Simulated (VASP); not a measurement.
# SnTe (Fm-3m) in VASP: a series of runs, part 2 of 2

VASP 6.6.1. Earlier steps stand in the parts before.

## (3) Single point, PBE

The input, INCAR:

```
SYSTEM = SnTe
PREC = Accurate
ENCUT = 520
EDIFF = 1E-6
ISMEAR = 0
SIGMA = 0.028999999999999998
LREAL = .False.
LASPH = .True.
NELM = 60
ALGO = Normal
ISIF = 2
LWAVE = .False.
LCHARG = .False.
GGA = PE
NBANDS = 17
```

The input, KPOINTS:

```
regular mesh
0
Gamma
  7 7 7
  0 0 0
```

The input, POSCAR:

```
SnTe
1.0
    0.0000000000      3.1508500000      3.1508500000
    3.1508500000      0.0000000000      3.1508500000
    3.1508500000      3.1508500000      0.0000000000
Te Sn
1 1
Direct
    0.5000000000      0.5000000000      0.5000000000
    0.0000000000      0.0000000000      0.0000000000
```

Potentials or basis: VASP PAW PBE potentials, release 64 (Te, Sn_d).

The run is started by

```sh
$ cat potpaw_PBE.64/Te/POTCAR potpaw_PBE.64/Sn_d/POTCAR > POTCAR
$ mpirun -np 1 vasp_std > vasp.out
```

OUTCAR:

```text
SYSTEM = SnTe
   PREC = Accurate
   ENCUT = 520
   EDIFF = 1E-6
   ISMEAR = 0
   LREAL = .False.
   LASPH = .True.
   NELM = 60
   ISIF = 2
   GGA = PE

 ion  position               nearest neighbor table
   1  0.500  0.500  0.500-   2 3.15   2 3.15   2 3.15   2 3.15   2 3.15   2 3.15
   2  0.000  0.000  0.000-   1 3.15   1 3.15   1 3.15   1 3.15   1 3.15   1 3.15

  LATTYP: Found a face centered cubic cell.
 ALAT       =     6.3017000000

  Lattice vectors:

 A1 = (   0.0000000000,   3.1508500000,   3.1508500000)
 A2 = (   3.1508500000,   0.0000000000,   3.1508500000)
 A3 = (   3.1508500000,   3.1508500000,   0.0000000000)

Analysis of symmetry for initial positions (statically):
[... 33 lines left out ...]
                                     Primitive cell

  volume of cell :      62.5624

  direct lattice vectors                    reciprocal lattice vectors
     0.000000000  3.150850000  3.150850000    -0.158687338  0.158687338  0.158687338
     3.150850000  0.000000000  3.150850000     0.158687338 -0.158687338  0.158687338
     3.150850000  3.150850000  0.000000000     0.158687338  0.158687338 -0.158687338

  length of vectors
     4.455974803  4.455974803  4.455974803     0.274854533  0.274854533  0.274854533

  position of ions in fractional coordinates (direct lattice)
     0.500000000  0.500000000  0.500000000
     0.000000000  0.000000000  0.000000000

  ion indices of the primitive-cell ions
   primitive index   ion index
                 1           1
                 2           2

----------------------------------------------------------------------------------------

 KPOINTS: regular mesh

Automatic generation of k-mesh.
 Grid dimensions read from file:
 generate k-points for:    7    7    7

 Generating k-lattice:

  Cartesian coordinates                     Fractional coordinates (reciprocal lattice)
    -0.022669620  0.022669620  0.022669620     0.142857143  0.000000000  0.000000000
     0.022669620 -0.022669620  0.022669620     0.000000000  0.142857143  0.000000000
[... 70 lines left out ...]
   IALGO  =     38    algorithm
   IMIX   =      4    mixing-type and parameters
     AMIX     =   0.40;   BMIX     =  1.00
     AMIX_MAG =   1.60;   BMIX_MAG =  1.00
  volume/ion in A,a.u.               =      31.28       211.10
  Fermi-wavevector in a.u.,A,eV,Ry     =   1.119387  2.115336 17.048485  1.253028
  Thomas-Fermi vector in A             =   2.256026
   LORBIT       =      0    0 simple, 1 ext, 2 COOP (PROOUT), +10 PAW based schemes
   GGA     = PE    functional components
   LHFCALC =     F    Hartree Fock is set to
   AEXX    =    0.0000 exact exchange contribution
   IVDW    =     0    specifies the selected vdW correction
   LEPSILON=     F    determine dielectric tensor
   LRPA    =     F    only Hartree local field effects (RPA)
 non-spin polarized calculation
 Gauss-broadening in eV      SIGMA  =   0.03
  energy-cutoff  :      520.00
  volume of cell :       62.56
 maximum number of plane-waves:      1705
 NGX is ok and might be reduce to    36
   NGX = 17   NGY = 17   NGZ = 17

 number of electron      19.9999998 magnetization

 Free energy of the ion-electron system (eV)
  ---------------------------------------------------
  ext. energy  EPLUGINS =         0.00000000
  ---------------------------------------------------
  free energy    TOTEN  =        -7.54728174 eV

  energy without entropy =       -7.54728174  energy(sigma->0) =       -7.54728174

 E-fermi :   6.9209     XC(G=0):  -9.4968

 val. band max:        6.7137941675   @ k =   0.4286   0.0000   0.0000
 cond. band min:       7.3753859632   @ k =   0.4286   0.0000   0.0000
 fundamental gap:      0.6615917958
 Fermi energy:         6.9208507719

 k-point     1 :       0.0000    0.0000    0.0000
  band No.  band energies     occupation
      1     -14.9456      2.00000
      2     -14.9456      2.00000
      3     -14.9396      2.00000
      4     -14.9396      2.00000
      5     -14.9396      2.00000
      6      -5.8512      2.00000
[... 377 lines left out ...]
      4     -14.9346      2.00000
      5     -14.9294      2.00000
      6      -4.2150      2.00000
[... 9 lines left out ...]
     16      16.7522      0.00000
     17      17.3797      0.00000

------------------------ aborting loop because EDIFF is reached ----------------------------------------

  FORCE on cell =-STRESS in cart. coord.  units (eV):
  Direction    XX          YY          ZZ          XY          YZ          ZX
  --------------------------------------------------------------------------------------
  -------------------------------------------------------------------------------------
  Total        0.8454495      0.8454495      0.8454495      0.0000000      0.0000000     -0.0000000
  in kB       21.6513554     21.6513554     21.6513554      0.0000000      0.0000000     -0.0000000
  external PRESSURE =      21.6513554 kB  Pullay stress =       0.0000000 kB

 VOLUME and BASIS-vectors are now :
 -----------------------------------------------------------------------------
  energy-cutoff  :      520.00
  volume of cell :       62.56
      direct lattice vectors                 reciprocal lattice vectors
     0.000000000  3.150850000  3.150850000    -0.158687338  0.158687338  0.158687338
     3.150850000  0.000000000  3.150850000     0.158687338 -0.158687338  0.158687338
     3.150850000  3.150850000  0.000000000     0.158687338  0.158687338 -0.158687338

 POSITION                                       TOTAL-FORCE (eV/Angst)
 -----------------------------------------------------------------------------------
      3.15085      3.15085      3.15085        -0.000000     -0.000000     -0.000000
      0.00000      0.00000      0.00000         0.000000      0.000000      0.000000
 -----------------------------------------------------------------------------------
    total drift:                               -0.000000      0.000000      0.000000

  FREE ENERGIE OF THE ION-ELECTRON SYSTEM (eV)
  ---------------------------------------------------
  free  energy   TOTEN  =        -7.5472817431 eV

  energy  without entropy=       -7.5472817431  energy(sigma->0) =       -7.54728174
```

OSZICAR:

```text
N       E                     dE             d eps       ncg     rms          rms(c)
DAV:   1     0.127904008745E+03    0.12790E+03   -0.97626E+03   689   0.134E+03
DAV:   2     0.378219138391E+01   -0.12412E+03   -0.12052E+03   738   0.325E+02
DAV:   3    -0.727111803688E+01   -0.11053E+02   -0.10980E+02   840   0.887E+01
DAV:   4    -0.758227106704E+01   -0.31115E+00   -0.31097E+00   792   0.155E+01
DAV:   5    -0.759602477188E+01   -0.13754E-01   -0.13753E-01   976   0.311E+00    0.475E+00
DAV:   6    -0.754553625492E+01    0.50489E-01   -0.11866E-01   934   0.229E+00    0.301E+00
DAV:   7    -0.754704583904E+01   -0.15096E-02   -0.50013E-02   765   0.109E+00    0.776E-01
DAV:   8    -0.754715666947E+01   -0.11083E-03   -0.70390E-03   869   0.663E-01    0.180E-01
DAV:   9    -0.754730369903E+01   -0.14703E-03   -0.65543E-04   947   0.245E-01    0.338E-02
DAV:  10    -0.754727881040E+01    0.24889E-04   -0.10848E-04   909   0.916E-02    0.182E-02
DAV:  11    -0.754728179984E+01   -0.29894E-05   -0.44672E-05   844   0.536E-02    0.303E-02
DAV:  12    -0.754728174314E+01    0.56707E-07   -0.29365E-06   784   0.127E-02
   1 F= -.75472817E+01 E0= -.75472817E+01  d E =-.276813E-25
```

It took 38 s on 1 thread of AMD EPYC 7R43 (Zen 3), shared host; peak memory 0.17 GiB.

What came out:

```yaml
Free_energy: -7.5473 eV
Pressure: 2.2 GPa
```

Caveat: this odd mesh misses L, where the gap lies, so gap, dielectric constants and Born charges aren't listed; spin-orbit coupling is left out, which moves the levels of the heavy elements.

## (4) Single point, PBE

The input, INCAR:

```
SYSTEM = SnTe
PREC = Accurate ; ENCUT = 520
EDIFF = 1E-6 ; ISMEAR = 0
SIGMA = 0.025 ; LREAL = .FALSE.
LASPH = .TRUE. ; NELM = 100
ALGO = Normal ; ISIF = 2
LWAVE = .FALSE. ; LCHARG = .FALSE.
GGA = PE ; NBANDS = 17
```

The input, KPOINTS:

```
regular mesh
0
G
  7 7 7
  0 0 0
```

POSCAR is that of step 3.

Potentials or basis: VASP PAW PBE potentials, release 64 (Te, Sn_d).

The run is started by

```sh
$ cat potpaw_PBE.64/Te/POTCAR potpaw_PBE.64/Sn_d/POTCAR > POTCAR
$ mpirun -np 1 vasp_std > vasp.out
```

OUTCAR:

```text
SYSTEM = SnTe
   PREC = Accurate
   ENCUT = 520
   EDIFF = 1E-6
   ISMEAR = 0
   LREAL = .FALSE.
   LASPH = .TRUE.
   NELM = 100
   ISIF = 2
   GGA = PE

 ion  position               nearest neighbor table
   1  0.500  0.500  0.500-   2 3.15   2 3.15   2 3.15   2 3.15   2 3.15   2 3.15
   2  0.000  0.000  0.000-   1 3.15   1 3.15   1 3.15   1 3.15   1 3.15   1 3.15

  LATTYP: Found a face centered cubic cell.
 ALAT       =     6.3017000000

  Lattice vectors:

 A1 = (   0.0000000000,   3.1508500000,   3.1508500000)
 A2 = (   3.1508500000,   0.0000000000,   3.1508500000)
[... 580 lines left out ...]

  FORCE on cell =-STRESS in cart. coord.  units (eV):
  Direction    XX          YY          ZZ          XY          YZ          ZX
  --------------------------------------------------------------------------------------
  -------------------------------------------------------------------------------------
  Total        0.8454496      0.8454496      0.8454496      0.0000000      0.0000000     -0.0000000
  in kB       21.6513568     21.6513568     21.6513568      0.0000000      0.0000000     -0.0000000
  external PRESSURE =      21.6513568 kB  Pullay stress =       0.0000000 kB

 VOLUME and BASIS-vectors are now :
 -----------------------------------------------------------------------------
  energy-cutoff  :      520.00
  volume of cell :       62.56
      direct lattice vectors                 reciprocal lattice vectors
     0.000000000  3.150850000  3.150850000    -0.158687338  0.158687338  0.158687338
     3.150850000  0.000000000  3.150850000     0.158687338 -0.158687338  0.158687338
     3.150850000  3.150850000  0.000000000     0.158687338  0.158687338 -0.158687338

 POSITION                                       TOTAL-FORCE (eV/Angst)
 -----------------------------------------------------------------------------------
      3.15085      3.15085      3.15085         0.000000      0.000000      0.000000
      0.00000      0.00000      0.00000        -0.000000     -0.000000     -0.000000
 -----------------------------------------------------------------------------------
    total drift:                               -0.000000      0.000000      0.000000

  FREE ENERGIE OF THE ION-ELECTRON SYSTEM (eV)
  ---------------------------------------------------
  free  energy   TOTEN  =        -7.5472817432 eV

  energy  without entropy=       -7.5472817432  energy(sigma->0) =       -7.54728174
```

stdout:

```text
POSCAR found type information on POSCAR TeSn
 POSCAR found :  2 types and       2 ions
 scaLAPACK will be used
 LDA part: xc-table for (Slater+PW92), standard interpolation
 POSCAR, INCAR and KPOINTS ok, starting setup
 FFT: planning ... GRIDC
 FFT: planning ... GRID_SOFT
 FFT: planning ... GRID
 WAVECAR not read
 entering main loop
```

It took 34 s on 1 thread of AMD EPYC 7R43 (Zen 3), shared host; peak memory 0.17 GiB.

Results:

```yaml
Free_energy: -7.5473 eV
Pressure: 2.2 GPa
```

Levels at points of the mesh, in eV from the Fermi level:
| k point | band 7 | band 8 | band 9 | band 10 | band 11 | band 12 | band 13 | band 14 |
| --- | --- | --- | --- | --- | --- | --- | --- | --- |
| (0.00, 0.00, 0.00) | -4.64 | -2.11 | -2.11 | -2.11 | 3.39 | 3.39 | 3.39 | 4.79 |

Caveat: this odd mesh misses L, where the gap lies, so gap, dielectric constants and Born charges aren't listed; spin-orbit coupling is left out, which moves the levels of the heavy elements.

## (5) Overview

```tsv
k mesh	smearing	pressure (GPa)
5 × 5 × 5	fermi-dirac 0.04 eV	2.2
7 × 7 × 7	gaussian 0.029 eV	2.2
7 × 7 × 7	gaussian 0.025 eV	2.2
```

Alike in all rows: task single point; level PBE; potentials or basis VASP PAW PBE potentials, release 64 (Te, Sn_d); no spin polarisation; cell as given; cutoff (eV) 520.

Caveats: spin-orbit coupling is left out, which moves the levels of the heavy elements.

Total energies depend on the potentials used, so only differences within one code and one set of settings carry meaning.
